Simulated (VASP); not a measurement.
# C (P6_3/mmc) in VASP: notebook

C is run at these levels: LDA; tasks: single point.

The COD entry that gives the cell may itself be a prediction, so a difference from it is no test against experiment.

Program: VASP 6.6.1. These are calculated values, not measurements. Logs are shortened: lines on timing, memory, paths and dates and some standing lists are left out, and cuts for length are marked.

## 1. The cell of the first run

The structure is hexagonal, space group P6_3/mmc (No. 194). The conventional cell has a = 2.434 Å, b = 2.434 Å, c = 11.882 Å, α = 90.00°, β = 90.00°, γ = 120.00°. Within 2.0 Å of C (site symmetry 3m) lie 4 C at 1.49 to 1.50 Å. C (site symmetry 3m) has 4 C at 1.48 to 1.49 Å within 2.0 Å. Within 2.0 Å of C (site symmetry 3m) lie 4 C at 1.48 to 1.49 Å.

## 2. Single point, LDA

INCAR

```
SYSTEM = C
PREC = Accurate
ENCUT = 520
EDIFF = 1E-6
ISMEAR = 0
SIGMA = 0.05
LREAL = .False.
LASPH = .True.
NELM = 60
ALGO = Normal
ISIF = 2
LWAVE = .False.
LCHARG = .True.
GGA = CA
LELF = .True.
LVHAR = .True.
NBANDS = 36
```

KPOINTS

```
Automatic mesh
0
Gamma
  12 12 2
  0 0 0
```

POSCAR

```
C
1.0
    2.4340000000      0.0000000000      0.0000000000
   -1.2170000000      2.1079058328      0.0000000000
    0.0000000000      0.0000000000     11.8821000000
C
12
Direct
    0.0000000000      0.0000000000      0.1868599868
    0.0000000000      0.0000000000      0.6868599868
    0.0000000000      0.0000000000      0.3131400132
    0.0000000000      0.0000000000      0.8131400132
    0.3333333333      0.6666666667      0.5207718743
    0.6666666667      0.3333333333      0.0207718743
    0.3333333333      0.6666666667      0.9792281257
    0.6666666667      0.3333333333      0.4792281257
    0.3333333333      0.6666666667      0.6450609412
    0.6666666667      0.3333333333      0.1450609412
    0.3333333333      0.6666666667      0.8549390588
    0.6666666667      0.3333333333      0.3549390588
```

Potentials or basis: VASP PAW LDA potentials, release 64 (C).

Launch:

```bash
$ cat potpaw_LDA.64/C/POTCAR > POTCAR
$ mpirun -np 1 vasp_std > vasp.out
```

OUTCAR:

```text
SYSTEM = C
   PREC = Accurate
   ENCUT = 520
   EDIFF = 1E-6
   ISMEAR = 0
   LREAL = .False.
   LASPH = .True.
   NELM = 60
   ISIF = 2
   GGA = CA

 ion  position               nearest neighbor table
   1  0.000  0.000  0.187-  10 1.49  10 1.49  10 1.49   3 1.50
   2  0.000  0.000  0.687-   9 1.49   9 1.49   9 1.49   4 1.50
   3  0.000  0.000  0.313-  12 1.49  12 1.49  12 1.49   1 1.50
   4  0.000  0.000  0.813-  11 1.49  11 1.49  11 1.49   2 1.50
   5  0.333  0.667  0.521-   9 1.48   8 1.49   8 1.49   8 1.49
   6  0.667  0.333  0.021-  10 1.48   7 1.49   7 1.49   7 1.49
   7  0.333  0.667  0.979-  11 1.48   6 1.49   6 1.49   6 1.49
   8  0.667  0.333  0.479-  12 1.48   5 1.49   5 1.49   5 1.49
   9  0.333  0.667  0.645-   5 1.48   2 1.49   2 1.49   2 1.49
  10  0.667  0.333  0.145-   6 1.48   1 1.49   1 1.49   1 1.49
  11  0.333  0.667  0.855-   7 1.48   4 1.49   4 1.49   4 1.49
  12  0.667  0.333  0.355-   8 1.48   3 1.49   3 1.49   3 1.49

  LATTYP: Found a hexagonal cell.
 ALAT       =     2.4340000000
 C/A-ratio  =     4.8817173377

  Lattice vectors:

 A1 = (   2.4340000000,   0.0000000000,   0.0000000000)
 A2 = (  -1.2170000000,   2.1079058328,   0.0000000000)
 A3 = (   0.0000000000,   0.0000000000,  11.8821000000)

Analysis of symmetry for initial positions (statically):
=====================================================================
 Subroutine PRICEL returns:
 Original cell was already a primitive cell.

 Routine SETGRP: Setting up the symmetry group for a
 hexagonal supercell.

 Subroutine GETGRP returns: Found 24 space group operations
 (whereof 12 operations were pure point group operations)
 out of a pool of 24 trial point group operations.

The static configuration has the point symmetry D_3d.
 The point group associated with its full space group is D_6h.

Analysis of symmetry for dynamics (positions and initial velocities):
=====================================================================
 Subroutine PRICEL returns:
 Original cell was already a primitive cell.

 Routine SETGRP: Setting up the symmetry group for a
 hexagonal supercell.

 Subroutine GETGRP returns: Found 24 space group operations
 (whereof 12 operations were pure point group operations)
 out of a pool of 24 trial point group operations.

The dynamic configuration has the point symmetry D_3d.
 The point group associated with its full space group is D_6h.

 Subroutine INISYM returns: Found 24 space group operations
 (whereof 12 operations are pure point group operations),
 and found     1 'primitive' translations

----------------------------------------------------------------------------------------

                                     Primitive cell

  volume of cell :      60.9628

  direct lattice vectors                    reciprocal lattice vectors
     2.434000000  0.000000000  0.000000000     0.410846343  0.237202247  0.000000000
    -1.217000000  2.107905833  0.000000000     0.000000000  0.474404494  0.000000000
     0.000000000  0.000000000 11.882100000     0.000000000  0.000000000  0.084160207

  length of vectors
     2.434000000  2.434000000 11.882100000     0.474404494  0.474404494  0.084160207

  position of ions in fractional coordinates (direct lattice)
     0.000000000  0.000000000  0.186859987
     0.000000000  0.000000000  0.686859987
     0.000000000  0.000000000  0.313140013
     0.000000000  0.000000000  0.813140013
     0.333333333  0.666666667  0.520771874
     0.666666667  0.333333333  0.020771874
     0.333333333  0.666666667  0.979228126
     0.666666667  0.333333333  0.479228126
     0.333333333  0.666666667  0.645060941
     0.666666667  0.333333333  0.145060941
     0.333333333  0.666666667  0.854939059
     0.666666667  0.333333333  0.354939059

  ion indices of the primitive-cell ions
   primitive index   ion index
                 1           1
                 2           2
                 3           3
                 4           4
                 5           5
                 6           6
                 7           7
                 8           8
                 9           9
                10          10
                11          11
                12          12

----------------------------------------------------------------------------------------

 KPOINTS: Automatic mesh

Automatic generation of k-mesh.
 Grid dimensions read from file:
 generate k-points for:   12   12    2

 Generating k-lattice:

  Cartesian coordinates                     Fractional coordinates (reciprocal lattice)
     0.034237195  0.019766854  0.000000000     0.083333333 -0.000000000  0.000000000
     0.000000000  0.039533708  0.000000000     0.000000000  0.083333333  0.000000000
     0.000000000  0.000000000  0.042080104     0.000000000  0.000000000  0.500000000

  Length of vectors
     0.039533708  0.039533708  0.042080104

  Shift w.r.t. Gamma in fractional coordinates (k-lattice)
     0.000000000  0.000000000  0.000000000

 Subroutine IBZKPT returns following result:
 ===========================================

 Found     38 irreducible k-points:

 Following reciprocal coordinates:
            Coordinates               Weight
  0.000000  0.000000  0.000000      1.000000
  0.083333  0.000000  0.000000      6.000000
  0.166667  0.000000  0.000000      6.000000
  0.250000  0.000000  0.000000      6.000000
  0.333333  0.000000  0.000000      6.000000
  0.416667  0.000000  0.000000      6.000000
[... 16 lines left out ...]
  0.250000  0.000000  0.500000      6.000000
  0.333333  0.000000  0.500000      6.000000
 [... further k-points ...]
   k-points           NKPTS =     38   k-points in BZ     NKDIM =     38   number of bands    NBANDS=     36
   number of dos      NEDOS =    301   number of ions     NIONS =     12
   total plane-waves  NPLWV =  29160
   dimension x,y,z NGX =    18 NGY =   18 NGZ =   90
   dimension x,y,z NGXF=    36 NGYF=   36 NGZF=  180
   ions per type =              12
   NGX,Y,Z   is equivalent  to a cutoff of  12.29, 12.29, 12.59 a.u.
   NGXF,Y,Z  is equivalent  to a cutoff of  24.59, 24.59, 25.18 a.u.
 SYSTEM =  C
   PREC   = accura    normal or accurate (medium, high low for compatibility)
   ISTART =      0    job   : 0-new  1-cont  2-samecut
   ICHARG =      2    charge: 1-file 2-atom 10-const
   ISPIN  =      1    spin polarized calculation?
   LNONCOLLINEAR =      F non collinear calculations
   LSORBIT =      F    spin-orbit coupling
   LASPH  =      T    aspherical Exc in radial PAW
   ENCUT  =  520.0 eV  38.22 Ry    6.18 a.u.   4.53  4.53 22.09*2*pi/ulx,y,z
   NELM   =     60;   NELMIN=  2; NELMDL= -5     # of ELM steps
   EDIFF  = 0.1E-05   stopping-criterion for ELM
   LREAL  =      F    real-space projection
   EDIFFG = 0.1E-04   stopping-criterion for IOM
   NSW    =      0    number of steps for IOM
   IBRION =     -1    ionic relax: 0-MD 1-quasi-New 2-CG
   NFREE  =      0    steps in history (QN), initial steepest desc. (CG)
   ISIF   =      2    stress and relaxation
   ISYM   =      2    0-nonsym 1-usesym 2-fastsym
   POTIM  = 0.5000    time-step for ionic-motion
   TEBEG  =    0.0;   TEEND  =   0.0 temperature during run
   PSTRESS=    0.0 pullay stress
   NELECT =      48.0000    total number of electrons
   NUPDOWN=      -1.0000    fix difference up-down
   EMIN   =  10.00;   EMAX   =-10.00  energy-range for DOS
   EFERMI =   0.00;   METHOD = LEGACY
   ISMEAR =     0;   SIGMA  =   0.05  broadening in eV -4-tet -1-fermi 0-gaus
   EFERMI_NEDOS =   21; number of points for ismear=-14 and -15
   IALGO  =     38    algorithm
   IMIX   =      4    mixing-type and parameters
     AMIX     =   0.40;   BMIX     =  1.00
     AMIX_MAG =   1.60;   BMIX_MAG =  1.00
  volume/ion in A,a.u.               =       5.08        34.28
  Fermi-wavevector in a.u.,A,eV,Ry     =   1.511705  2.856707 31.092722  2.285251
  Thomas-Fermi vector in A             =   2.621726
   LORBIT       =      0    0 simple, 1 ext, 2 COOP (PROOUT), +10 PAW based schemes
   GGA     = CA    functional components
   LHFCALC =     F    Hartree Fock is set to
   AEXX    =    0.0000 exact exchange contribution
   IVDW    =     0    specifies the selected vdW correction
   LEPSILON=     F    determine dielectric tensor
   LRPA    =     F    only Hartree local field effects (RPA)
 non-spin polarized calculation
 Gauss-broadening in eV      SIGMA  =   0.05
  energy-cutoff  :      520.00
  volume of cell :       60.96
 maximum number of plane-waves:      1677
   NGX =  9   NGY =  9   NGZ = 45

 number of electron      47.9999993 magnetization

 Free energy of the ion-electron system (eV)
  ---------------------------------------------------
  ext. energy  EPLUGINS =         0.00000000
  ---------------------------------------------------
  free energy    TOTEN  =      -120.64217712 eV

  energy without entropy =     -120.64217712  energy(sigma->0) =     -120.64217712

 E-fermi :  11.7494     XC(G=0): -14.0380

 val. band max:       11.5122148679   @ k =   0.0000   0.0000   0.0000
 cond. band min:      16.1438369874   @ k =   0.4167   0.0000   0.0000
 fundamental gap:      4.6316221195
 Fermi energy:        11.7493639297

 k-point     1 :       0.0000    0.0000    0.0000
  band No.  band energies     occupation
      1     -11.4500      2.00000
      2     -10.6599      2.00000
      3     -10.5806      2.00000
      4      -8.2020      2.00000
      5      -8.1354      2.00000
      6      -4.8630      2.00000
[... 28 lines left out ...]
     35      19.8180      0.00000
     36      20.6915      0.00000
[... 866 lines left out ...]
      6      -3.7379      2.00000
[... 28 lines left out ...]
     35      21.9112      0.00000
     36      21.9112      0.00000

 [... further k-points ...]

------------------------ aborting loop because EDIFF is reached ----------------------------------------

  FORCE on cell =-STRESS in cart. coord.  units (eV):
  Direction    XX          YY          ZZ          XY          YZ          ZX
  --------------------------------------------------------------------------------------
  -------------------------------------------------------------------------------------
  Total       15.5387427     15.5387427     21.6973374      0.0000000      0.0000000     -0.0000000
  in kB      408.3771889    408.3771889    570.2325997      0.0000000      0.0000000     -0.0000000
  external PRESSURE =     462.3289925 kB  Pullay stress =       0.0000000 kB

 VOLUME and BASIS-vectors are now :
 -----------------------------------------------------------------------------
  energy-cutoff  :      520.00
  volume of cell :       60.96
      direct lattice vectors                 reciprocal lattice vectors
     2.434000000  0.000000000  0.000000000     0.410846343  0.237202247  0.000000000
    -1.217000000  2.107905833  0.000000000     0.000000000  0.474404494  0.000000000
     0.000000000  0.000000000 11.882100000     0.000000000  0.000000000  0.084160207

 POSITION                                       TOTAL-FORCE (eV/Angst)
 -----------------------------------------------------------------------------------
      0.00000      0.00000      2.22029        -0.000000     -0.000000     -0.036194
      0.00000      0.00000      8.16134        -0.000000      0.000000     -0.036194
      0.00000      0.00000      3.72076         0.000000     -0.000000      0.036194
      0.00000      0.00000      9.66181        -0.000000      0.000000      0.036194
     -0.00000      1.40527      6.18786         0.000000      0.000000     -0.117092
      1.21700      0.70264      0.24681        -0.000000     -0.000000     -0.117092
     -0.00000      1.40527     11.63529         0.000000      0.000000      0.117092
      1.21700      0.70264      5.69424        -0.000000     -0.000000      0.117092
     -0.00000      1.40527      7.66468        -0.000000      0.000000      0.061115
      1.21700      0.70264      1.72363         0.000000      0.000000      0.061115
     -0.00000      1.40527     10.15847        -0.000000      0.000000     -0.061115
      1.21700      0.70264      4.21742         0.000000     -0.000000     -0.061115
 -----------------------------------------------------------------------------------
    total drift:                                0.000000      0.000000      0.000000

  FREE ENERGIE OF THE ION-ELECTRON SYSTEM (eV)
  ---------------------------------------------------
  free  energy   TOTEN  =      -120.6421771216 eV

  energy  without entropy=     -120.6421771216  energy(sigma->0) =     -120.64217712
```

Wall time 61 s (1 thread of Intel Xeon Platinum 8488C (Sapphire Rapids), shared host); peak memory 0.17 GiB.

What came out:

| Quantity | Value |
| --- | --- |
| Free energy | -120.6422 eV |
| Pressure | 46.2 GPa |
| Largest force | 0.117 eV/Å |
| Band gap on the k mesh | 4.63 eV, indirect (least direct gap 5.48 eV) |

Forces in eV/Å, atoms in the order of the input:
```
C    0.000  0.000 -0.036
C    0.000  0.000 -0.036
C    0.000  0.000  0.036
C    0.000  0.000  0.036
C    0.000  0.000 -0.117
C    0.000  0.000 -0.117
C    0.000  0.000  0.117
C    0.000  0.000  0.117
C    0.000  0.000  0.061
C    0.000  0.000  0.061
C    0.000  0.000 -0.061
C    0.000  0.000 -0.061
```

Stress tensor (GPa, compression positive):
```
40.84  0.00  0.00
 0.00 40.84  0.00
 0.00  0.00 57.02
```

Levels at points of the mesh, in eV from the valence-band top:
```csv
k point,band 22,band 23,band 24,band 25,band 26,band 27
"(0.00, 0.00, 0.00)",-0.18,0.00,0.00,5.48,5.48,6.01
"(0.50, 0.00, 0.00)",-4.47,-3.99,-3.16,4.70,5.35,5.37
"(0.00, 0.00, 0.50)",-0.38,-0.38,-0.38,5.93,5.93,5.93
"(0.50, 0.00, 0.50)",-4.13,-3.57,-3.57,4.87,4.87,6.21
```

## 3. Single point, LDA

This run uses another cell than the first one, of 5.09 Å³/atom, 1.002 times its volume.

Edit INCAR of step 2 so:

```diff
@@ -12,6 +12,3 @@
 LWAVE = .False.
-LCHARG = .True.
-GGA = CA
-LELF = .True.
-LVHAR = .True.
+LCHARG = .False.
 NBANDS = 36
```

KPOINTS

```
regular mesh
0
Gamma
  12 12 2
  0 0 0
```

Edit POSCAR of step 2 so:

```diff
@@ -2,5 +2,5 @@
 1.0
-    2.4340000000      0.0000000000      0.0000000000
-   -1.2170000000      2.1079058328      0.0000000000
-    0.0000000000      0.0000000000     11.8821000000
+    2.3758000000      0.0000000000      0.0000000000
+   -1.1879000000      2.0575031543      0.0000000000
+    0.0000000000      0.0000000000     12.4967000000
 C
```

Potentials or basis: VASP PAW LDA potentials, release 64 (C).

Launch:

```bash
$ cat potpaw_LDA.64/C/POTCAR > POTCAR
$ mpirun -np 1 vasp_std > vasp.out
```

It took 59 s on 1 thread of Intel Xeon Platinum 8488C (Sapphire Rapids), shared host; peak memory 0.17 GiB.

The run converged. Its results:

```yaml
Free_energy: -119.9271 eV
Pressure: 47.5 GPa
Largest_force: 0.445 eV/Å
Band_gap_on_the_k_mesh: 3.98 eV, direct
```

Forces in eV/Å, atoms in the order of the input:
```
C    0.000  0.000  0.445
C    0.000  0.000  0.445
C    0.000  0.000 -0.445
C    0.000  0.000 -0.445
C    0.000  0.000  0.441
C    0.000  0.000  0.441
C    0.000  0.000 -0.441
C    0.000  0.000 -0.441
C    0.000  0.000 -0.328
C    0.000  0.000 -0.328
C    0.000  0.000  0.328
C    0.000  0.000  0.328
```

Stress tensor (GPa, compression positive):
```
 78.60   0.00   0.00
  0.00  78.60   0.00
  0.00   0.00 -14.66
```

Levels at points of the mesh, in eV from the valence-band top:
```tsv
k point	band 20	band 21	band 22	band 23	band 24	band 25	band 26	band 27	band 28	band 29
(0.00, 0.00, 0.00)	-0.82	-0.82	-0.43	0.00	0.00	3.98	6.32	6.32	7.28	7.28
(0.50, 0.00, 0.00)	-4.97	-4.51	-4.48	-4.15	-3.51	4.81	5.73	5.95	6.12	6.37
(0.00, 0.00, 0.50)	-1.54	-0.26	-0.26	-0.26	-0.26	5.45	5.45	6.65	6.65	6.65
(0.50, 0.00, 0.50)	-5.30	-4.36	-4.36	-3.79	-3.79	5.08	5.08	5.87	5.87	6.75
```

A k mesh can miss the band edges.

(Continued in part 2 of 2.)
